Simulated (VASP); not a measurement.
A run of VASP 6.6.1:

File INCAR:

```
PREC     = Accurate       # precision mode
ENCUT    = 600            # plane-wave cutoff, eV
EDIFF    = 1E-6           # SCF threshold, eV
ISMEAR   = -1             # smearing method
SIGMA    = 0.05           # smearing width, eV
LREAL    = F              # projectors in reciprocal space
LASPH    = T              # aspherical terms in the spheres
NELM     = 60             # most SCF steps
ALGO     = Normal         # electronic algorithm
ISIF     = 3              # what is computed and relaxed
LWAVE    = F              # write WAVECAR
LCHARG   = F              # write CHGCAR
GGA      = PS             # functional
IBRION   = 2              # ionic algorithm
NSW      = 80             # ionic steps
EDIFFG   = -0.005         # ionic threshold
```

KPOINTS

```
regular mesh
0
Gamma
  8 8 6
```

File POSCAR:

```
As
1.0
    1.8250000000     -5.5000000000      0.0000000000
    1.8250000000      5.5000000000      0.0000000000
    0.0000000000      0.0000000000      4.4700000000
As
4
Direct
    0.3900000000      0.6100000000      0.5600000000
    0.8900000000      0.1100000000      0.9400000000
    0.6100000000      0.3900000000      0.4400000000
    0.1100000000      0.8900000000      0.0600000000
```

Potentials or basis: VASP PAW PBE potentials, release 64 (As).

The run is started by

```sh
$ cat potpaw_PBE.64/As/POTCAR > POTCAR
$ mpirun -np 1 vasp_std > vasp.out
```

Hardware: 1 thread of Intel(R) Xeon(R) 6975P-C (Granite Rapids), on a shared host.

Q: How long does it take, and how much memory?

A: It took 11 min on 1 thread of Intel(R) Xeon(R) 6975P-C (Granite Rapids), with other jobs on the host, peak memory 0.36 GiB. Counts: scf iterations 123, k points 84, ion steps 26.
